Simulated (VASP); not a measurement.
Write the native input for VASP 6.6.1 that does the following.

- Task: single point
- Functional: PBE
- Potentials or basis: VASP PAW PBE potentials, release 64 (C)
- Cutoff: 520 eV
- k mesh: 24 × 24 × 22
- Occupations: fermi-dirac, width 0.1 eV
- Spin: no spin polarisation
- Dipole correction: no
- Further INCAR settings: ALGO = Normal; EDIFF = 1e-06; NBANDS = 8

The structure of C lies in POSCAR:

```
C
1.0
    1.8076123196      0.0000000000      0.0000000000
   -0.9038061598      1.5654381890      0.0000000000
    0.0000000000      0.0000000000      1.4992779272
C
1
Direct
    0.0000000000      0.0000000000      0.0000000000
```

This cell differs from its parent crystal: volume scaled by 0.75.

The input as run:

INCAR

```
SYSTEM = C
ALGO = Normal
EDIFF = 1E-6
ENCUT = 520
GGA = PE
ISIF = 2
ISMEAR = -1
LASPH = .True.
LCHARG = .True.
LELF = .True.
LREAL = .False.
LVHAR = .True.
LWAVE = .False.
NBANDS = 8
NELM = 60
PREC = Accurate
SIGMA = 0.1
```

KPOINTS

```
k-points
0
Gamma
  24 24 22
  0 0 0
```

Potentials or basis: VASP PAW PBE potentials, release 64 (C).

The run is started by

```bash
$ cat potpaw_PBE.64/C/POTCAR > POTCAR
$ mpirun -np 1 vasp_std > vasp.out
```

It gave:

```json
{"Pressure": "159.8 GPa", "Band gap on the k mesh": "zero (band 2 reaches 26.76 eV, above the bottom of band 3 at 6.19 eV)"}
```

It took 19 s on 1 thread of Intel(R) Xeon(R) Platinum 8488C (Sapphire Rapids) (shared host), peak memory 0.12 GiB.
